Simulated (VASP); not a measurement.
SnTe, 2 atoms in the cell. Symmetry: Fm-3m, No. 225, cubic system. The conventional cell has a = 6.617 Å, b = 6.617 Å, c = 6.617 Å, α = 90.00°, β = 90.00°, γ = 90.00°. Sn (site symmetry m-3m) has 6 Te at 3.31 Å within 4.4 Å. Te (site symmetry m-3m) has 6 Sn at 3.31 Å within 4.4 Å.  This cell differs from its parent crystal: volume scaled by 1.100.

```yaml
Program: VASP 6.6.1
Task: single point
Functional: PBE
Potentials_or_basis: VASP PAW PBE potentials, release 64 (Sn_d, Te)
Cutoff: 520 eV
k_mesh: 10 × 10 × 10
Occupations: gaussian, width 0.05 eV
Spin: no spin polarisation
Dipole_correction: no
Further_INCAR_settings: ALGO = Normal; EDIFF = 1e-07; NBANDS = 17
```

Potentials or basis: VASP PAW PBE potentials, release 64 (Sn_d, Te).

Launch:

```sh
$ cat potpaw_PBE.64/Sn_d/POTCAR potpaw_PBE.64/Te/POTCAR > POTCAR
$ mpirun -np 1 vasp_std > vasp.out
```

Hardware: 1 thread of Intel(R) Xeon(R) Platinum 8488C (Sapphire Rapids), on a shared host.

How long does it take, and how much memory?

Wall time 49 s on 1 thread of Intel(R) Xeon(R) Platinum 8488C (Sapphire Rapids) (shared host), peak memory 0.23 GiB. Counts: scf iterations 14, k points 47.
